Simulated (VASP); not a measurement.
# MgSe (Fm-3m) in VASP: a series of runs, part 2 of 2

VASP 6.6.1. Earlier steps stand in the parts before.

**3. Single point, PBE, non-collinear spin, zero start, spin-orbit coupling**

The input, INCAR:

```
SYSTEM = MgSe
ALGO = Normal ; EDIFF = 1E-6
ENCUT = 600 ; GGA = PE
GGA_COMPAT = .FALSE. ; ISIF = 2
ISMEAR = 0 ; LASPH = .TRUE.
LCHARG = .FALSE. ; LORBIT = 11
LORBMOM = .TRUE. ; LREAL = .FALSE.
LSORBIT = .TRUE. ; LWAVE = .FALSE.
MAGMOM = 0 0 0 0 0 0 ; NBANDS = 20
NELM = 200 ; PREC = Accurate
SIGMA = 0.01
```

The input, KPOINTS:

```
k-points
0
G
  8 8 8
  0 0 0
```

The input, POSCAR:

```
MgSe
1.0
    0.0000000000      2.7362693762      2.7362693762
    2.7362693762      0.0000000000      2.7362693762
    2.7362693762      2.7362693762      0.0000000000
Mg Se
1 1
Direct
    0.0000000000      0.0000000000      0.0000000000
    0.5000000000      0.5000000000      0.5000000000
```

Potentials or basis: VASP PAW PBE potentials, release 64 (Mg, Se).

On the command line:

```
cat potpaw_PBE.64/Mg/POTCAR potpaw_PBE.64/Se/POTCAR > POTCAR
mpirun -np 1 vasp_ncl > vasp.out
```

OUTCAR:

```text
SYSTEM = MgSe
   EDIFF = 1E-6
   ENCUT = 600
   GGA = PE
   ISIF = 2
   ISMEAR = 0
   LASPH = .TRUE.
   LORBIT = 11
   LREAL = .FALSE.
   LSORBIT = .TRUE.
   NELM = 200
   PREC = Accurate

 ion  position               nearest neighbor table
   1  0.000  0.000  0.000-   2 2.74   2 2.74   2 2.74   2 2.74   2 2.74   2 2.74
   2  0.500  0.500  0.500-   1 2.74   1 2.74   1 2.74   1 2.74   1 2.74   1 2.74

  LATTYP: Found a face centered cubic cell.
 ALAT       =     5.4725387524

  Lattice vectors:

 A1 = (   0.0000000000,   2.7362693762,   2.7362693762)
 A2 = (   2.7362693762,   0.0000000000,   2.7362693762)
 A3 = (   2.7362693762,   2.7362693762,   0.0000000000)

Analysis of symmetry for initial positions (statically):
=====================================================================
 Subroutine PRICEL returns:
 Original cell was already a primitive cell.

 Routine SETGRP: Setting up the symmetry group for a
 face centered cubic supercell.

 Subroutine GETGRP returns: Found 48 space group operations
 (whereof 48 operations were pure point group operations)
 out of a pool of 48 trial point group operations.

The static configuration has the point symmetry O_h .

Analysis of symmetry for dynamics (positions and initial velocities):
=====================================================================
 Subroutine PRICEL returns:
 Original cell was already a primitive cell.

 Routine SETGRP: Setting up the symmetry group for a
 face centered cubic supercell.

 Subroutine GETGRP returns: Found 48 space group operations
 (whereof 48 operations were pure point group operations)
 out of a pool of 48 trial point group operations.

The dynamic configuration has the point symmetry O_h .

Analysis of structural, dynamic, and magnetic symmetry:
=====================================================================
 Subroutine PRICEL returns:
 Original cell was already a primitive cell.

 Routine SETGRP: Setting up the symmetry group for a
 face centered cubic supercell.

 Subroutine GETGRP returns: Found 48 space group operations
[... 762 lines left out ...]
  1        -0.000  -0.000  -0.000
  2        -0.000  -0.000  -0.000
 ----------------------------------------
           -0.000  -0.000  -0.000

 orbital moment (z)

 # of ion     p       d       tot
 ----------------------------------------
  1         0.000  -0.000  -0.000
  2         0.000   0.000   0.000
 ----------------------------------------
            0.000  -0.000  -0.000

 Spin-Orbit-Coupling matrix elements

 Ion:    1  E_soc:     -0.0000636
 l=   1
     0.0000000    -0.0000105    -0.0000105
    -0.0000105     0.0000000    -0.0000105
    -0.0000105    -0.0000105     0.0000000
 l=   2
     0.0000000     0.0000000     0.0000000     0.0000000    -0.0000001
     0.0000000     0.0000000    -0.0000001     0.0000000    -0.0000000
     0.0000000    -0.0000001     0.0000000    -0.0000001     0.0000000
     0.0000000     0.0000000    -0.0000001     0.0000000    -0.0000000
    -0.0000001    -0.0000000     0.0000000    -0.0000000     0.0000000
 l=   3
     0.0000000     0.0000000     0.0000000     0.0000000     0.0000000     0.0000000     0.0000000
     0.0000000     0.0000000     0.0000000     0.0000000     0.0000000     0.0000000     0.0000000
     0.0000000     0.0000000     0.0000000     0.0000000     0.0000000     0.0000000     0.0000000
     0.0000000     0.0000000     0.0000000     0.0000000     0.0000000     0.0000000     0.0000000
     0.0000000     0.0000000     0.0000000     0.0000000     0.0000000     0.0000000     0.0000000
     0.0000000     0.0000000     0.0000000     0.0000000     0.0000000     0.0000000     0.0000000
     0.0000000     0.0000000     0.0000000     0.0000000     0.0000000     0.0000000     0.0000000

 Ion:    2  E_soc:     -0.0352850
 l=   1
     0.0000000    -0.0058777    -0.0058777
    -0.0058777     0.0000000    -0.0058777
    -0.0058777    -0.0058777     0.0000000
 l=   2
     0.0000000    -0.0000005     0.0000000    -0.0000005    -0.0000027
    -0.0000005     0.0000000    -0.0000020    -0.0000005    -0.0000007
     0.0000000    -0.0000020     0.0000000    -0.0000020     0.0000000
    -0.0000005    -0.0000005    -0.0000020     0.0000000    -0.0000007
    -0.0000027    -0.0000007     0.0000000    -0.0000007     0.0000000
 l=   3
     0.0000000     0.0000000     0.0000000     0.0000000     0.0000000     0.0000000     0.0000000
     0.0000000     0.0000000     0.0000000     0.0000000     0.0000000     0.0000000     0.0000000
     0.0000000     0.0000000     0.0000000     0.0000000     0.0000000     0.0000000     0.0000000
     0.0000000     0.0000000     0.0000000     0.0000000     0.0000000     0.0000000     0.0000000
     0.0000000     0.0000000     0.0000000     0.0000000     0.0000000     0.0000000     0.0000000
     0.0000000     0.0000000     0.0000000     0.0000000     0.0000000     0.0000000     0.0000000
     0.0000000     0.0000000     0.0000000     0.0000000     0.0000000     0.0000000     0.0000000

 total charge

# of ion       s       p       d       tot
------------------------------------------
    1        0.141   0.119   0.033   0.294
    2        1.434   2.500   0.012   3.946
--------------------------------------------------
tot          1.576   2.619   0.045   4.240

 magnetization (x)

# of ion       s       p       d       tot
------------------------------------------
    1       -0.000   0.000   0.000   0.000
    2        0.000   0.000   0.000   0.000
--------------------------------------------------
tot          0.000   0.000   0.000   0.000

 magnetization (y)

# of ion       s       p       d       tot
------------------------------------------
    1        0.000   0.000   0.000   0.000
    2       -0.000   0.000   0.000  -0.000
--------------------------------------------------
tot         -0.000   0.000   0.000   0.000

 magnetization (z)

# of ion       s       p       d       tot
------------------------------------------
    1       -0.000  -0.000   0.000  -0.000
    2       -0.000   0.000   0.000  -0.000
--------------------------------------------------
tot         -0.000  -0.000   0.000  -0.000
```

OSZICAR:

```text
N       E                     dE             d eps       ncg     rms          rms(c)
DAV:   1     0.301815296592E+02    0.30182E+02   -0.32373E+03  1160   0.734E+02
DAV:   2    -0.519497694822E+01   -0.35377E+02   -0.32046E+02  1496   0.120E+02
DAV:   3    -0.779027424317E+01   -0.25953E+01   -0.25734E+01  1516   0.330E+01
DAV:   4    -0.781078140656E+01   -0.20507E-01   -0.20501E-01  1352   0.337E+00
DAV:   5    -0.781092494525E+01   -0.14354E-03   -0.14354E-03  1336   0.295E-01    0.299E+00
DAV:   6    -0.754858959102E+01    0.26234E+00   -0.21191E-01  1228   0.279E+00    0.186E+00
DAV:   7    -0.750613341366E+01    0.42456E-01   -0.12504E-01  1284   0.206E+00    0.990E-01
DAV:   8    -0.750559233883E+01    0.54107E-03   -0.39288E-03  1348   0.412E-01    0.553E-01
DAV:   9    -0.750566384239E+01   -0.71504E-04   -0.10491E-03  1276   0.244E-01    0.172E-01
DAV:  10    -0.750563401285E+01    0.29830E-04   -0.27338E-05  1304   0.389E-02    0.111E-01
DAV:  11    -0.750563445192E+01   -0.43907E-06   -0.56891E-05  1248   0.437E-02    0.876E-03
DAV:  12    -0.750563356947E+01    0.88245E-06   -0.26897E-06  1324   0.109E-02
   1 F= -.75056336E+01 E0= -.75056336E+01  d E =-.225288E-28  mag=    -0.0000     0.0000     0.0000
```

It took 2 min on 1 thread of Intel Xeon 8259CL, shared host; peak memory 0.33 GiB.

What came out:

```
Free energy                                           : -7.5056 eV
Pressure                                              : 1.1 GPa
Net moment                                            : 0.00 μB per cell
Valence electrons inside the program's atomic spheres : Mg 0.29; Se 3.95
```

Moments on the atoms (μB; x, y, z):
```
Mg  0.00 0.00 0.00
Se  0.00 0.00 0.00
```
